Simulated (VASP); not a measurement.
# LiF (Pm-3m) in VASP: further runs

Runs on LiF. Level: PBEsol. Tasks: single point.

All numbers are computed with VASP 6.6.1; they aren't measurements. Logs are shortened: lines on timing, memory, paths and dates and some standing lists are left out, and cuts for length are marked.

## 1. The cell of the first run

It takes space group Pm-3m (No. 221, cubic). The conventional cell has a = 2.516 Å, b = 2.516 Å, c = 2.516 Å, α = 90.00°, β = 90.00°, γ = 90.00°. Within 2.9 Å of Li (site symmetry m-3m) lie 8 F at 2.18 Å and 6 Li at 2.52 Å. Within 2.9 Å of F (site symmetry m-3m) lie 8 Li at 2.18 Å and 6 F at 2.52 Å.

## 2. Single point, PBEsol

INCAR reads:

```
SYSTEM = LiF
PREC     = Accurate       ! precision mode
ENCUT    = 520            ! plane-wave cutoff, eV
EDIFF    = 1E-6           ! SCF threshold, eV
ISMEAR   = 0              ! smearing method
SIGMA    = 0.01           ! smearing width, eV
LREAL    = .FALSE.        ! projectors in reciprocal space
LASPH    = .TRUE.         ! aspherical terms in the spheres
NELM     = 100            ! most SCF steps
ALGO     = Normal         ! electronic algorithm
ISIF     = 2              ! what is computed and relaxed
LWAVE    = .FALSE.        ! write WAVECAR
LCHARG   = .FALSE.        ! write CHGCAR
GGA      = PS             ! functional
NBANDS   = 12             ! bands
```

KPOINTS reads:

```
Automatic mesh
0
G
  4 4 4
  0 0 0
```

POSCAR reads:

```
LiF
1.0
    2.5162584438      0.0000000000      0.0000000000
    0.0000000000      2.5162584438      0.0000000000
    0.0000000000      0.0000000000      2.5162584438
Li F
1 1
Direct
    0.0000000000      0.0000000000      0.0000000000
    0.5000000000      0.5000000000      0.5000000000
```

Potentials or basis: VASP PAW PBE potentials, release 64 (Li_sv, F).

Launch:

```bash
cat potpaw_PBE.64/Li_sv/POTCAR potpaw_PBE.64/F/POTCAR > POTCAR
mpirun -np 1 vasp_std > vasp.out
```

OUTCAR:

```text
SYSTEM = LiF
   PREC = Accurate
   ENCUT = 520
   EDIFF = 1E-6
   ISMEAR = 0
   LREAL = .FALSE.
   LASPH = .TRUE.
   NELM = 100
   ISIF = 2
   GGA = PS

 ion  position               nearest neighbor table
   1  0.000  0.000  0.000-   2 2.18   2 2.18   2 2.18   2 2.18   2 2.18   2 2.18   2 2.18   2 2.18

   2  0.500  0.500  0.500-   1 2.18   1 2.18   1 2.18   1 2.18   1 2.18   1 2.18   1 2.18   1 2.18

  LATTYP: Found a simple cubic cell.
 ALAT       =     2.5162584438

  Lattice vectors:

 A1 = (   2.5162584438,   0.0000000000,   0.0000000000)
 A2 = (   0.0000000000,   2.5162584438,   0.0000000000)
 A3 = (   0.0000000000,   0.0000000000,   2.5162584438)

Analysis of symmetry for initial positions (statically):
=====================================================================
 Subroutine PRICEL returns:
 Original cell was already a primitive cell.

 Routine SETGRP: Setting up the symmetry group for a
 simple cubic supercell.

 Subroutine GETGRP returns: Found 48 space group operations
 (whereof 48 operations were pure point group operations)
 out of a pool of 48 trial point group operations.

The static configuration has the point symmetry O_h .

Analysis of symmetry for dynamics (positions and initial velocities):
=====================================================================
 Subroutine PRICEL returns:
 Original cell was already a primitive cell.

 Routine SETGRP: Setting up the symmetry group for a
 simple cubic supercell.

 Subroutine GETGRP returns: Found 48 space group operations
 (whereof 48 operations were pure point group operations)
 out of a pool of 48 trial point group operations.

The dynamic configuration has the point symmetry O_h .

 Subroutine INISYM returns: Found 48 space group operations
 (whereof 48 operations are pure point group operations),
 and found     1 'primitive' translations

----------------------------------------------------------------------------------------

                                     Primitive cell

  volume of cell :      15.9318

  direct lattice vectors                    reciprocal lattice vectors
     2.516258444  0.000000000  0.000000000     0.397415457  0.000000000  0.000000000
     0.000000000  2.516258444  0.000000000     0.000000000  0.397415457  0.000000000
     0.000000000  0.000000000  2.516258444     0.000000000  0.000000000  0.397415457

  length of vectors
     2.516258444  2.516258444  2.516258444     0.397415457  0.397415457  0.397415457

  position of ions in fractional coordinates (direct lattice)
     0.000000000  0.000000000  0.000000000
     0.500000000  0.500000000  0.500000000

  ion indices of the primitive-cell ions
   primitive index   ion index
                 1           1
                 2           2

----------------------------------------------------------------------------------------

 KPOINTS: Automatic mesh

Automatic generation of k-mesh.
 Grid dimensions read from file:
 generate k-points for:    4    4    4

 Generating k-lattice:

  Cartesian coordinates                     Fractional coordinates (reciprocal lattice)
     0.099353864  0.000000000  0.000000000     0.250000000  0.000000000  0.000000000
     0.000000000  0.099353864  0.000000000     0.000000000  0.250000000  0.000000000
     0.000000000  0.000000000  0.099353864     0.000000000  0.000000000  0.250000000

  Length of vectors
     0.099353864  0.099353864  0.099353864

  Shift w.r.t. Gamma in fractional coordinates (k-lattice)
     0.000000000  0.000000000  0.000000000

 Subroutine IBZKPT returns following result:
 ===========================================

 Found     10 irreducible k-points:

 Following reciprocal coordinates:
            Coordinates               Weight
  0.000000  0.000000  0.000000      1.000000
  0.250000  0.000000  0.000000      6.000000
  0.500000  0.000000  0.000000      3.000000
  0.250000  0.250000  0.000000     12.000000
  0.500000  0.250000  0.000000     12.000000
  0.500000  0.500000  0.000000      3.000000
  0.250000  0.250000  0.250000      8.000000
  0.500000  0.250000  0.250000     12.000000
  0.500000  0.500000  0.250000      6.000000
  0.500000  0.500000  0.500000      1.000000
   k-points           NKPTS =     10   k-points in BZ     NKDIM =     10   number of bands    NBANDS=     12
   number of dos      NEDOS =    301   number of ions     NIONS =      2
   total plane-waves  NPLWV =   8000
   dimension x,y,z NGX =    20 NGY =   20 NGZ =   20
   dimension x,y,z NGXF=    40 NGYF=   40 NGZF=   40
   ions per type =               1   1
   NGX,Y,Z   is equivalent  to a cutoff of  13.21, 13.21, 13.21 a.u.
   NGXF,Y,Z  is equivalent  to a cutoff of  26.43, 26.43, 26.43 a.u.
 SYSTEM =  LiF
   PREC   = accura    normal or accurate (medium, high low for compatibility)
   ISTART =      0    job   : 0-new  1-cont  2-samecut
   ICHARG =      2    charge: 1-file 2-atom 10-const
   ISPIN  =      1    spin polarized calculation?
   LNONCOLLINEAR =      F non collinear calculations
   LSORBIT =      F    spin-orbit coupling
   LASPH  =      T    aspherical Exc in radial PAW
   ENCUT  =  520.0 eV  38.22 Ry    6.18 a.u.   4.68  4.68  4.68*2*pi/ulx,y,z
   NELM   =    100;   NELMIN=  2; NELMDL= -5     # of ELM steps
   EDIFF  = 0.1E-05   stopping-criterion for ELM
   LREAL  =      F    real-space projection
   EDIFFG = 0.1E-04   stopping-criterion for IOM
   NSW    =      0    number of steps for IOM
   IBRION =     -1    ionic relax: 0-MD 1-quasi-New 2-CG
   NFREE  =      0    steps in history (QN), initial steepest desc. (CG)
   ISIF   =      2    stress and relaxation
   ISYM   =      2    0-nonsym 1-usesym 2-fastsym
   POTIM  = 0.5000    time-step for ionic-motion
   TEBEG  =    0.0;   TEEND  =   0.0 temperature during run
   PSTRESS=    0.0 pullay stress
   NELECT =      10.0000    total number of electrons
   NUPDOWN=      -1.0000    fix difference up-down
   EMIN   =  10.00;   EMAX   =-10.00  energy-range for DOS
   EFERMI =   0.00;   METHOD = LEGACY
   ISMEAR =     0;   SIGMA  =   0.01  broadening in eV -4-tet -1-fermi 0-gaus
   EFERMI_NEDOS =   21; number of points for ismear=-14 and -15
   IALGO  =     38    algorithm
   IMIX   =      4    mixing-type and parameters
     AMIX     =   0.40;   BMIX     =  1.00
     AMIX_MAG =   1.60;   BMIX_MAG =  1.00
  volume/ion in A,a.u.               =       7.97        53.76
  Fermi-wavevector in a.u.,A,eV,Ry     =   1.401693  2.648816 26.731957  1.964743
  Thomas-Fermi vector in A             =   2.524529
   LORBIT       =      0    0 simple, 1 ext, 2 COOP (PROOUT), +10 PAW based schemes
   GGA     = PS    functional components
   LHFCALC =     F    Hartree Fock is set to
   AEXX    =    0.0000 exact exchange contribution
   IVDW    =     0    specifies the selected vdW correction
   LEPSILON=     F    determine dielectric tensor
   LRPA    =     F    only Hartree local field effects (RPA)
 non-spin polarized calculation
 Gauss-broadening in eV      SIGMA  =   0.01
  energy-cutoff  :      520.00
  volume of cell :       15.93
 maximum number of plane-waves:       442
 NGX is ok and might be reduce to    20
   NGX =  9   NGY =  9   NGZ =  9

 number of electron      10.0000023 magnetization

 Free energy of the ion-electron system (eV)
  ---------------------------------------------------
  ext. energy  EPLUGINS =         0.00000000
  ---------------------------------------------------
  free energy    TOTEN  =        -9.27887577 eV

  energy without entropy =       -9.27887577  energy(sigma->0) =       -9.27887577

 E-fermi :   0.4931     XC(G=0): -10.3872

 val. band max:        0.3646221016   @ k =   0.5000   0.5000   0.0000
 cond. band min:       8.1690695012   @ k =   0.0000   0.0000   0.0000
 fundamental gap:      7.8044473996
 Fermi energy:         0.4930791369

 k-point     1 :       0.0000    0.0000    0.0000
  band No.  band energies     occupation
      1     -41.7148      2.00000
      2     -20.5506      2.00000
      3      -0.3657      2.00000
      4      -0.3657      2.00000
      5      -0.3657      2.00000
      6       8.1691      0.00000
      7      19.2388      0.00000
      8      19.2388      0.00000
      9      21.7750      0.00000
     10      21.7750      0.00000
     11      21.7750      0.00000
     12      39.5715      0.00000

 k-point     2 :       0.2500    0.0000    0.0000
  band No.  band energies     occupation
      1     -41.6842      2.00000
      2     -20.3040      2.00000
      3      -2.1489      2.00000
      4      -0.1563      2.00000
      5      -0.1563      2.00000
      6       9.1483      0.00000
      7      15.8550      0.00000
      8      20.7137      0.00000
      9      21.4561      0.00000
     10      21.4561      0.00000
     11      28.9534      0.00000
     12      32.5925      0.00000

 k-point     3 :       0.5000    0.0000    0.0000
  band No.  band energies     occupation
      1     -41.6535      2.00000
      2     -20.0374      2.00000
      3      -3.5983      2.00000
      4       0.0628      2.00000
      5       0.0628      2.00000
      6       9.5835      0.00000
      7      14.8063      0.00000
      8      21.0335      0.00000
      9      21.0335      0.00000
     10      24.6976      0.00000
     11      25.6558      0.00000
     12      33.8434      0.00000

 k-point     4 :       0.2500    0.2500    0.0000
  band No.  band energies     occupation
      1     -41.6564      2.00000
      2     -20.0368      2.00000
      3      -1.9971      2.00000
      4      -1.8770      2.00000
      5       0.0241      2.00000
      6      10.6280      0.00000
      7      15.4663      0.00000
      8      16.7542      0.00000
      9      21.9141      0.00000
     10      24.9927      0.00000
     11      30.1088      0.00000
     12      31.3724      0.00000

 k-point     5 :       0.5000    0.2500    0.0000
  band No.  band energies     occupation
      1     -41.6287      2.00000
      2     -19.7485      2.00000
      3      -3.3894      2.00000
      4      -1.7170      2.00000
      5       0.2114      2.00000
      6      11.6961      0.00000
      7      14.3243      0.00000
      8      16.5030      0.00000
      9      22.3451      0.00000
     10      23.2502      0.00000
     11      31.3843      0.00000
     12      32.6903      0.00000

 k-point     6 :       0.5000    0.5000    0.0000
  band No.  band energies     occupation
      1     -41.6036      2.00000
      2     -19.4340      2.00000
      3      -3.1684      2.00000
      4      -3.1684      2.00000
      5       0.3646      2.00000
      6      13.8760      0.00000
      7      14.2672      0.00000
      8      14.2672      0.00000
      9      20.1119      0.00000
     10      24.8324      0.00000
     11      29.6247      0.00000
     12      29.6247      0.00000

 k-point     7 :       0.2500    0.2500    0.2500
  band No.  band energies     occupation
      1     -41.6309      2.00000
      2     -19.7699      2.00000
      3      -1.9401      2.00000
      4      -1.4960      2.00000
      5      -1.4960      2.00000
      6      11.7045      0.00000
      7      14.9702      0.00000
      8      14.9702      0.00000
      9      21.8723      0.00000
     10      26.4953      0.00000
     11      26.4953      0.00000
     12      31.4112      0.00000

 k-point     8 :       0.5000    0.2500    0.2500
  band No.  band energies     occupation
      1     -41.6053      2.00000
      2     -19.4821      2.00000
      3      -3.0437      2.00000
      4      -1.5913      2.00000
      5      -1.0764      2.00000
      6      12.4732      0.00000
      7      13.5400      0.00000
      8      14.2977      0.00000
      9      23.4701      0.00000
     10      24.6138      0.00000
     11      25.1322      0.00000
     12      30.0233      0.00000

 k-point     9 :       0.5000    0.5000    0.2500
  band No.  band energies     occupation
      1     -41.5814      2.00000
      2     -19.1942      2.00000
      3      -2.6642      2.00000
      4      -2.6642      2.00000
      5      -0.9290      2.00000
      6      12.5195      0.00000
      7      12.8973      0.00000
      8      12.8973      0.00000
      9      22.5269      0.00000
     10      25.9362      0.00000
     11      26.2994      0.00000
     12      26.2994      0.00000

 k-point    10 :       0.5000    0.5000    0.5000
  band No.  band energies     occupation
      1     -41.5593      2.00000
      2     -18.9394      2.00000
      3      -2.0827      2.00000
      4      -2.0827      2.00000
      5      -2.0827      2.00000
      6      11.4285      0.00000
      7      11.4285      0.00000
      8      11.4285      0.00000
      9      25.0560      0.00000
     10      25.0560      0.00000
     11      25.0560      0.00000
     12      26.7419      0.00000

------------------------ aborting loop because EDIFF is reached ----------------------------------------

  FORCE on cell =-STRESS in cart. coord.  units (eV):
  Direction    XX          YY          ZZ          XY          YZ          ZX
  --------------------------------------------------------------------------------------
  -------------------------------------------------------------------------------------
  Total        0.0345942      0.0345942      0.0345942      0.0000000     -0.0000000      0.0000000
  in kB        3.4789499      3.4789499      3.4789499      0.0000000     -0.0000000      0.0000000
  external PRESSURE =       3.4789499 kB  Pullay stress =       0.0000000 kB

 VOLUME and BASIS-vectors are now :
 -----------------------------------------------------------------------------
  energy-cutoff  :      520.00
  volume of cell :       15.93
      direct lattice vectors                 reciprocal lattice vectors
     2.516258444  0.000000000  0.000000000     0.397415457  0.000000000  0.000000000
     0.000000000  2.516258444  0.000000000     0.000000000  0.397415457  0.000000000
     0.000000000  0.000000000  2.516258444     0.000000000  0.000000000  0.397415457

 POSITION                                       TOTAL-FORCE (eV/Angst)
 -----------------------------------------------------------------------------------
      0.00000      0.00000      0.00000         0.000000      0.000000      0.000000
      1.25813      1.25813      1.25813         0.000000      0.000000      0.000000
 -----------------------------------------------------------------------------------
    total drift:                                0.000000      0.000000      0.000000

  FREE ENERGIE OF THE ION-ELECTRON SYSTEM (eV)
  ---------------------------------------------------
  free  energy   TOTEN  =        -9.2788757652 eV

  energy  without entropy=       -9.2788757652  energy(sigma->0) =       -9.27887577
```

Wall time 2.6 s (1 thread of Intel Xeon Platinum 8259CL at 2.50GHz (Skylake/Cascade Lake), shared host); peak memory 0.11 GiB.

Results:

```yaml
Free_energy: -9.2789 eV
Band_gap_on_the_k_mesh: 7.80 eV, indirect (least direct gap 8.53 eV)
```

Caveat: the k points lie up to 0.62 Å⁻¹ apart; the cutoff is under 1.25 times the usual one of these potentials, so pressure, stress and relaxed cells hold a basis-set (Pulay) error; the PAW data sets were made with another functional, which shifts forces and pressure a little.

[end of part 1 of 3]
